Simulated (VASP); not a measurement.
Here is a VASP 6.6.1 calculation.

File INCAR:

```
SYSTEM = WSe2
PREC = Accurate
ENCUT = 520
EDIFF = 1E-6
ISMEAR = 0
SIGMA = 0.05
LREAL = .FALSE.
LASPH = .TRUE.
NELM = 80
ALGO = Normal
ISIF = 2
LWAVE = .FALSE.
LCHARG = .FALSE.
GGA = PS
NBANDS = 49
```

File KPOINTS:

```
regular mesh
0
G
  12 12 1
  0 0 0
```

Contents of POSCAR:

```
WSe2
1.0
    3.2709028599      0.0000000000      0.0000000000
   -1.6354514299      2.8326849700      0.0000000000
    0.0000000000      0.0000000000     28.3092078968
W Se
3 6
Direct
    0.6666666667      0.3333333333      0.0000000000
    0.3333333333      0.6666666667      0.7734641576
    0.3333333333      0.6666666667      0.2265358424
    0.3333333333      0.6666666667      0.0573689705
    0.6666666667      0.3333333333      0.8308403050
    0.6666666667      0.3333333333      0.2838341585
    0.3333333333      0.6666666667      0.9426310295
    0.6666666667      0.3333333333      0.7161658415
    0.6666666667      0.3333333333      0.1691596950
```

Potentials or basis: VASP PAW PBE potentials, release 64 (W_sv, Se).

Command:

```bash
$ cat potpaw_PBE.64/W_sv/POTCAR potpaw_PBE.64/Se/POTCAR > POTCAR
$ mpirun -np 1 vasp_std > vasp.out
```

Question: Estimate the band gap on the k mesh.

Answer: 1.14 eV, indirect (least direct gap 1.50 eV).

Question: What does it give for the largest force?

Answer: 1.028 eV/Å.

Forces in eV/Å, atoms in the order of the input:
```
W    0.000  0.000  0.000
W    0.000  0.000 -0.006
W    0.000  0.000  0.006
Se   0.000  0.000  0.992
Se   0.000  0.000  0.994
Se   0.000  0.000  1.028
Se   0.000  0.000 -0.992
Se   0.000  0.000 -1.028
Se   0.000  0.000 -0.994
```

Caveat: the cell differs from its parent crystal (strain +0.000 along x and y, -0.030 along z); the PAW data sets were made with another functional, which shifts forces and pressure a little; spin-orbit coupling is left out, which moves the levels of the heavy elements.
